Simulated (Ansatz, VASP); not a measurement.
## MoPb in VASP and in Ansatz

The input INCAR:

```
SYSTEM = MoPb
PREC = Accurate
ENCUT = 520
EDIFF = 1E-7
ISMEAR = 0
SIGMA = 0.1
LREAL = .False.
LASPH = .True.
NELM = 60
ALGO = Normal
ISIF = 2
LWAVE = .False.
LCHARG = .False.
GGA = PE
NBANDS = 21
```

KPOINTS

```
regular mesh
0
Gamma
  6 6 6
  0 0 0
```

The input POSCAR:

```
MoPb
1.0
    3.6036517826      0.0000000000      0.0000000000
    0.0000000000      3.6036517826      0.0000000000
    0.0000000000      0.0000000000      3.6036517826
Mo Pb
1 1
Direct
    0.0000000000      0.0000000000      0.0000000000
    0.5000000000      0.5000000000      0.5000000000
```

Input for Ansatz:

```yaml
crystal:
  lattice:
    - [3.6036517826, 0.0, 0.0]
    - [0.0, 3.6036517826, 0.0]
    - [0.0, 0.0, 3.6036517826]
  atoms:
    - { symbol: Mo, position: [0.0, 0.0, 0.0] }
    - { symbol: Pb, position: [0.5, 0.5, 0.5] }
basis:
  ecutwfc: 420
kpoints:
  mp_grid: { grid: [6, 6, 6] }
hamiltonian:
  xc: pbe
scf:
  occupations: { method: gaussian, width: 0.1 }
  lower_state_search: "off"
output:
  forces: true
  stress: true
  eigenvalues: true
```

Alike in both runs: task single point; functional PBE; k mesh 6 × 6 × 6; occupations gaussian, width 0.1 eV; no spin polarisation.

```csv
,VASP,Ansatz
version,VASP 6.6.1,Ansatz 0.2.0
potentials or method,"VASP PAW PBE potentials, release 64 (Mo_sv, Pb_d), cutoff 520 eV","scalar-relativistic, plane waves, PAW"
valence electrons in the cell,28,28
```

```csv
,VASP,Ansatz,Ansatz less VASP
gap on the k mesh at the Fermi level (eV),none,none,-
pressure (GPa),-14.4,-14.4,-0.05
```

A gap of «none» marks a metal or a gap that the smearing closes. With one functional, cell and mesh, what is left measures potentials, basis and numerics.

Neither program's run includes spin-orbit coupling.
